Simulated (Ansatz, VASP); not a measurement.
**One calculation of KBr, two programs**

```xyz
2
Lattice="0.0000 3.3024 3.3024 3.3024 0.0000 3.3024 3.3024 3.3024 0.0000" Properties=species:S:1:pos:R:3 pbc="T T T"
K     0.0000    0.0000    0.0000
Br    3.3024    3.3024    3.3024
```

Alike in both runs: task single point; functional PBEsol; k mesh 4 × 4 × 4; occupations methfessel-paxton of order 1, width 0.2 eV; no spin polarisation.

|  | VASP | Ansatz |
| --- | --- | --- |
| version | VASP 6.6.1 | Ansatz 0.2.0 |
| potentials or method | VASP PAW PBE potentials, release 64 (K_sv, Br) | plane waves |
| plane-wave cutoff (eV) | 500 | 420 |
| valence electrons in the cell | 16 | 16 |

|  | VASP | Ansatz | Ansatz less VASP |
| --- | --- | --- | --- |
| gap on the k mesh at the Fermi level (eV) | 4.28 | 4.28 | 0.000 |
| pressure (GPa) | -0.4 | -0.4 | +0.02 |

VASP's potentials were made for PBE, not for PBEsol.
